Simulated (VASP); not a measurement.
Runs of VASP 6.6.1 on EuO. It takes space group Fm-3m (No. 225, cubic). Conventional cell: a = 5.144 Å, b = 5.144 Å, c = 5.144 Å, α = 90.00°, β = 90.00°, γ = 90.00°. Eu (site symmetry m-3m) has 6 O at 2.57 Å within 3.4 Å. Within 3.4 Å of O (site symmetry m-3m) lie 6 Eu at 2.57 Å. 

```tsv
spin	fixed moment (μB)	pressure (GPa)	moment (μB)
collinear, ferromagnetic start	-	1.9	7.00
collinear, ferromagnetic start	7.7	(a)	7.70
collinear, ferromagnetic start	1.75	(b)	1.75
collinear, zero start	0.0	-4.6	0.00
```

Alike in all rows: task single point; level PBE+U; potentials or basis VASP PAW PBE potentials, release 64 (Eu, O); Eu f U = 7.0 eV; cell as given; k mesh 6 × 6 × 6; cutoff (eV) 600; smearing gaussian 0.05 eV.

**Question.** Estimate the missing entries.

**Answer.** (a) 3.8; (b) -4.8.

Caveats: a cell with one magnetic atom can't hold antiferromagnetic order, which such compounds often take (at least some runs); the total moment is fixed, so each spin has its own Fermi level (at least some runs); the cell stands under tension (at least some runs); the cell stands under pressure (at least some runs).
